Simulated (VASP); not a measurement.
# Al4GeRu (P6/mmm) in VASP: relaxation of cell and atoms with PBE

Aim: the relaxation of cell and atoms of Al4GeRu with PBE.

Program: VASP 6.6.1. These are calculated values, not measurements. Logs are shortened: lines on timing, memory, paths and dates and some standing lists are left out, and cuts for length are marked.

### 1 The cell of the first run

The structure is hexagonal, space group P6/mmm (No. 191). Conventional cell: a = 4.623 Å, b = 4.623 Å, c = 5.156 Å, α = 90.00°, β = 90.00°, γ = 120.00°. Within 3.3 Å of Al (site symmetry 3m) lie 5 Al at 2.54 to 2.67 Å and 3 Ru at 2.96 Å and 3 Ge at 2.97 Å. Ge (site symmetry 6/mmm) has 2 Ru at 2.58 Å and 12 Al at 2.97 Å within 3.4 Å. Ru (site symmetry 6/mmm) has 2 Ge at 2.58 Å and 12 Al at 2.96 Å within 3.4 Å.

The cell was generated, and may not be a known phase.

### 2 Relaxation of cell and atoms, PBE

File INCAR:

```
  PREC = Accurate
  ENCUT = 600
  EDIFF = 1E-6
  ISMEAR = 0
  SIGMA = 0.1
  LREAL = F
  LASPH = T
  NELM = 100
  ALGO = Fast
  ISIF = 3
  LWAVE = F
  LCHARG = F
  GGA = PE
  IBRION = 2
  NSW = 100
  EDIFFG = -0.01
```

File KPOINTS:

```
regular mesh
0
Gamma
  12 12 8
```

File POSCAR:

```
Al4GeRu
1.0
    4.6226105389      0.0000000000      0.0000000000
   -2.3113052694      4.0032981585      0.0000000000
    0.0000000000      0.0000000000      5.1555292617
Al Ge Ru
4 1 1
Direct
    0.3333333333      0.6666666667      0.2538153182
    0.3333333333      0.6666666667      0.7461846818
    0.6666666667      0.3333333333      0.7461846818
    0.6666666667      0.3333333333      0.2538153182
    0.0000000000      0.0000000000      0.0000000000
    0.0000000000      0.0000000000      0.5000000000
```

Potentials or basis: VASP PAW PBE potentials, release 64 (Al, Ge_d, Ru_pv).

On the command line:

```sh
> cat potpaw_PBE.64/Al/POTCAR potpaw_PBE.64/Ge_d/POTCAR potpaw_PBE.64/Ru_pv/POTCAR > POTCAR
> mpirun -np 1 vasp_std > vasp.out
```

OUTCAR:

```text
PREC = Accurate
   ENCUT = 600
   EDIFF = 1E-6
   ISMEAR = 0
   LREAL = F
   LASPH = T
   NELM = 100
   ISIF = 3
   GGA = PE
   IBRION = 2
   NSW = 100
   EDIFFG = -0.01

 ion  position               nearest neighbor table
   1  0.333  0.667  0.254-   2 2.54   2 2.62   4 2.67   4 2.67   4 2.67   6 2.96   6 2.96   6 2.96
                             5 2.97   5 2.97   5 2.97
   2  0.333  0.667  0.746-   1 2.54   1 2.62   3 2.67   3 2.67   3 2.67   6 2.96   6 2.96   6 2.96
                             5 2.97   5 2.97   5 2.97
   3  0.667  0.333  0.746-   4 2.54   4 2.62   2 2.67   2 2.67   2 2.67   6 2.96   6 2.96   6 2.96
                             5 2.97   5 2.97   5 2.97
   4  0.667  0.333  0.254-   3 2.54   3 2.62   1 2.67   1 2.67   1 2.67   6 2.96   6 2.96   6 2.96
                             5 2.97   5 2.97   5 2.97
   5  0.000  0.000  0.000-   6 2.58   6 2.58   3 2.97   4 2.97   1 2.97   2 2.97   1 2.97   2 2.97
                             3 2.97   4 2.97   3 2.97   4 2.97   1 2.97   2 2.97
   6  0.000  0.000  0.500-   5 2.58   5 2.58   3 2.96   4 2.96   1 2.96   2 2.96   1 2.96   2 2.96
                             3 2.96   4 2.96   3 2.96   4 2.96   1 2.96   2 2.96

  LATTYP: Found a hexagonal cell.
 ALAT       =     4.6226105389
 C/A-ratio  =     1.1152852308

  Lattice vectors:

 A1 = (   4.6226105389,   0.0000000000,   0.0000000000)
 A2 = (  -2.3113052694,   4.0032981585,   0.0000000000)
 A3 = (   0.0000000000,   0.0000000000,   5.1555292617)

Analysis of symmetry for initial positions (statically):
=====================================================================
 Subroutine PRICEL returns:
 Original cell was already a primitive cell.

 Routine SETGRP: Setting up the symmetry group for a
 hexagonal supercell.

 Subroutine GETGRP returns: Found 24 space group operations
 (whereof 24 operations were pure point group operations)
 out of a pool of 24 trial point group operations.

The static configuration has the point symmetry D_6h.

Analysis of symmetry for dynamics (positions and initial velocities):
=====================================================================
 Subroutine PRICEL returns:
 Original cell was already a primitive cell.

 Routine SETGRP: Setting up the symmetry group for a
 hexagonal supercell.

 Subroutine GETGRP returns: Found 24 space group operations
 (whereof 24 operations were pure point group operations)
 out of a pool of 24 trial point group operations.

The dynamic configuration has the point symmetry D_6h.

 Subroutine INISYM returns: Found 24 space group operations
 (whereof 24 operations are pure point group operations),
 and found     1 'primitive' translations

----------------------------------------------------------------------------------------

                                     Primitive cell

  volume of cell :      95.4066

  direct lattice vectors                    reciprocal lattice vectors
     4.622610539  0.000000000  0.000000000     0.216327980  0.124897017  0.000000000
    -2.311305269  4.003298158  0.000000000     0.000000000  0.249794035  0.000000000
     0.000000000  0.000000000  5.155529262     0.000000000  0.000000000  0.193966506

  length of vectors
     4.622610539  4.622610539  5.155529262     0.249794035  0.249794035  0.193966506

  position of ions in fractional coordinates (direct lattice)
     0.333333333  0.666666667  0.253815318
     0.333333333  0.666666667  0.746184682
     0.666666667  0.333333333  0.746184682
     0.666666667  0.333333333  0.253815318
     0.000000000  0.000000000  0.000000000
     0.000000000  0.000000000  0.500000000

  ion indices of the primitive-cell ions
   primitive index   ion index
                 1           1
                 2           2
                 3           3
                 4           4
                 5           5
                 6           6

----------------------------------------------------------------------------------------

 KPOINTS: regular mesh

Automatic generation of k-mesh.
 Grid dimensions read from file:
 generate k-points for:   12   12    8

 Generating k-lattice:

  Cartesian coordinates                     Fractional coordinates (reciprocal lattice)
     0.018027332  0.010408085  0.000000000     0.083333333  0.000000000  0.000000000
     0.000000000  0.020816170  0.000000000     0.000000000  0.083333333  0.000000000
     0.000000000  0.000000000  0.024245813     0.000000000  0.000000000  0.125000000

  Length of vectors
     0.020816170  0.020816170  0.024245813

  Shift w.r.t. Gamma in fractional coordinates (k-lattice)
     0.000000000  0.000000000  0.000000000

 Subroutine IBZKPT returns following result:
 ===========================================

 Found     95 irreducible k-points:

 Following reciprocal coordinates:
            Coordinates               Weight
  0.000000  0.000000  0.000000      1.000000
  0.083333  0.000000  0.000000      6.000000
  0.166667  0.000000  0.000000      6.000000
  0.250000  0.000000  0.000000      6.000000
  0.333333  0.000000  0.000000      6.000000
  0.416667  0.000000  0.000000      6.000000
[... 16 lines left out ...]
  0.250000  0.000000  0.125000     12.000000
  0.333333  0.000000  0.125000     12.000000
 [... further k-points ...]
   k-points           NKPTS =     95   k-points in BZ     NKDIM =     95   number of bands    NBANDS=     24
   number of dos      NEDOS =    301   number of ions     NIONS =      6
   total plane-waves  NPLWV =  67200
   dimension x,y,z NGX =    40 NGY =   40 NGZ =   42
   dimension x,y,z NGXF=    80 NGYF=   80 NGZF=   84
   ions per type =               4   1   1
   NGX,Y,Z   is equivalent  to a cutoff of  14.39, 14.39, 13.54 a.u.
   NGXF,Y,Z  is equivalent  to a cutoff of  28.77, 28.77, 27.09 a.u.
 SYSTEM =  unknown system
   PREC   = accura    normal or accurate (medium, high low for compatibility)
   ISTART =      0    job   : 0-new  1-cont  2-samecut
   ICHARG =      2    charge: 1-file 2-atom 10-const
   ISPIN  =      1    spin polarized calculation?
   LNONCOLLINEAR =      F non collinear calculations
   LSORBIT =      F    spin-orbit coupling
   LASPH  =      T    aspherical Exc in radial PAW
   ENCUT  =  600.0 eV  44.10 Ry    6.64 a.u.   9.23  9.23 10.30*2*pi/ulx,y,z
   NELM   =    100;   NELMIN=  2; NELMDL= -5     # of ELM steps
   EDIFF  = 0.1E-05   stopping-criterion for ELM
   LREAL  =      F    real-space projection
   EDIFFG = -.1E-01   stopping-criterion for IOM
   NSW    =    100    number of steps for IOM
   IBRION =      2    ionic relax: 0-MD 1-quasi-New 2-CG
   NFREE  =      1    steps in history (QN), initial steepest desc. (CG)
   ISIF   =      3    stress and relaxation
   ISYM   =      2    0-nonsym 1-usesym 2-fastsym
   POTIM  = 0.5000    time-step for ionic-motion
   TEBEG  =    0.0;   TEEND  =   0.0 temperature during run
   PSTRESS=    0.0 pullay stress
   NELECT =      40.0000    total number of electrons
   NUPDOWN=      -1.0000    fix difference up-down
   EMIN   =  10.00;   EMAX   =-10.00  energy-range for DOS
   EFERMI =   0.00;   METHOD = LEGACY
   ISMEAR =     0;   SIGMA  =   0.10  broadening in eV -4-tet -1-fermi 0-gaus
   EFERMI_NEDOS =   21; number of points for ismear=-14 and -15
   IALGO  =     68    algorithm
   IMIX   =      4    mixing-type and parameters
     AMIX     =   0.40;   BMIX     =  1.00
     AMIX_MAG =   1.60;   BMIX_MAG =  1.00
  volume/ion in A,a.u.               =      15.90       107.31
  Fermi-wavevector in a.u.,A,eV,Ry     =   1.225280  2.315443 20.426576  1.501311
  Thomas-Fermi vector in A             =   2.360324
   LORBIT       =      0    0 simple, 1 ext, 2 COOP (PROOUT), +10 PAW based schemes
   GGA     = PE    functional components
   LHFCALC =     F    Hartree Fock is set to
   AEXX    =    0.0000 exact exchange contribution
   IVDW    =     0    specifies the selected vdW correction
   LEPSILON=     F    determine dielectric tensor
   LRPA    =     F    only Hartree local field effects (RPA)
 conjugate gradient relaxation of ions
 non-spin polarized calculation
 RMM-DIIS sequential band-by-band and
 Gauss-broadening in eV      SIGMA  =   0.10
  energy-cutoff  :      600.00
  volume of cell :       95.41
 maximum number of plane-waves:      3208
 NGX is ok and might be reduce to    40
   NGX = 19   NGY = 19   NGZ = 21

--------------------------------------- Ionic step        1  -------------------------------------------

 number of electron      39.9999998 magnetization

 Free energy of the ion-electron system (eV)
  ---------------------------------------------------
  ext. energy  EPLUGINS =         0.00000000
  ---------------------------------------------------
  free energy    TOTEN  =       -28.14822387 eV

  energy without entropy =      -28.12395817  energy(sigma->0) =      -28.13609102

------------------------ aborting loop because EDIFF is reached ----------------------------------------

  FORCE on cell =-STRESS in cart. coord.  units (eV):
  Direction    XX          YY          ZZ          XY          YZ          ZX
  --------------------------------------------------------------------------------------
  -------------------------------------------------------------------------------------
  Total       -0.2731627     -0.2731627      0.6268287     -0.0000000      0.0000000     -0.0000000
  in kB       -4.5872615     -4.5872615     10.5264257     -0.0000000      0.0000000     -0.0000000
  external PRESSURE =       0.4506343 kB  Pullay stress =       0.0000000 kB
[... 185 lines left out ...]
  energy  without entropy=      -28.1315571879  energy(sigma->0) =      -28.14284139

--------------------------------------- Ionic step        6  -------------------------------------------

 number of electron      39.9999995 magnetization

 Free energy of the ion-electron system (eV)
  ---------------------------------------------------
  ext. energy  EPLUGINS =         0.00000000
  ---------------------------------------------------
  free energy    TOTEN  =       -28.15426460 eV

  energy without entropy =      -28.13193367  energy(sigma->0) =      -28.14309913

 E-fermi :   9.0071     XC(G=0): -11.0974

 val. band max:        9.0059887714   @ k =   0.4167   0.0000   0.2500
 cond. band min:       9.0087320720   @ k =   0.3333   0.3333   0.0000
 fundamental gap:      0.0027433006
 Fermi energy:         9.0071200778

 k-point     1 :       0.0000    0.0000    0.0000
  band No.  band energies     occupation
      1     -33.7635      2.00000
      2     -33.6403      2.00000
      3     -33.6403      2.00000
      4     -16.0826      2.00000
      5     -16.0826      2.00000
      6     -16.0216      2.00000
[... 637 lines left out ...]
     23       9.9365      0.00000
     24      10.9236      0.00000

 [... further k-points ...]
[... 5 lines left out ...]
  --------------------------------------------------------------------------------------
  -------------------------------------------------------------------------------------
  Total       -0.0460477     -0.0460477     -0.0564816     -0.0000000      0.0000000      0.0000000
  in kB       -0.7728371     -0.7728371     -0.9479535     -0.0000000      0.0000000      0.0000000
  external PRESSURE =      -0.8312092 kB  Pullay stress =       0.0000000 kB
[... 21 lines left out ...]
  FREE ENERGIE OF THE ION-ELECTRON SYSTEM (eV)
  ---------------------------------------------------
  free  energy   TOTEN  =       -28.1542645980 eV

  energy  without entropy=      -28.1319336654  energy(sigma->0) =      -28.14309913

 reached required accuracy - stopping structural energy minimisation
```

Run time: 26 min. Hardware: 1 thread of Intel Xeon Platinum 8259CL at 2.50GHz (Skylake/Cascade Lake), shared host; peak memory 0.46 GiB.

Results:

```yaml
Free_energy: -28.1543 eV
Relaxed_volume: 15.91 Å³/atom
Relaxed_cell: a = 4.586 Å, b = 4.586 Å, c = 5.241 Å, α = 90.00°, β = 90.00°, γ = 120.00°
Space_group_after_relaxing_to_0.1_Å: P6/mmm (No. 191)
Energy_gained_by_relaxing: 1.0 meV/atom
Ionic_steps: 6
Pressure_after_relaxing: -0.1 GPa
Largest_force_after_relaxing: 0.007 eV/Å
Band_gap_on_the_k_mesh: zero (bands 20 and 21 overlap by 1.41 eV)
```

Forces in eV/Å, atoms in the order of the input:
```
Al   0.000  0.000 -0.007
Al   0.000  0.000  0.007
Al   0.000  0.000  0.007
Al   0.000  0.000 -0.007
Ge   0.000  0.000  0.000
Ru   0.000  0.000  0.000
```

Step by step:
```tsv
step	energy change (eV)	largest force (eV/Å)	pressure (GPa)	volume (Å³)
1	0.0000	0.0448	0.05	95.41
2	-0.0035	0.0100	0.02	95.47
3	-0.0048	0.0803	-0.20	95.55
4	-0.0059	0.0245	0.15	95.23
5	-0.0059	0.0190	0.19	95.20
6	-0.0060	0.0069	-0.08	95.46
```

Final structure:
```xyz
6
Lattice="4.5863 0.0000 0.0000 -2.2931 3.9718 0.0000 0.0000 0.0000 5.2406" Properties=species:S:1:pos:R:3 pbc="T T T"
Al    0.0000    2.6479    1.3313
Al    0.0000    2.6479    3.9094
Al    2.2931    1.3239    3.9094
Al    2.2931    1.3239    1.3313
Ge   -2.2931    3.9718    0.0000
Ru   -2.2931    3.9718    2.6203
```
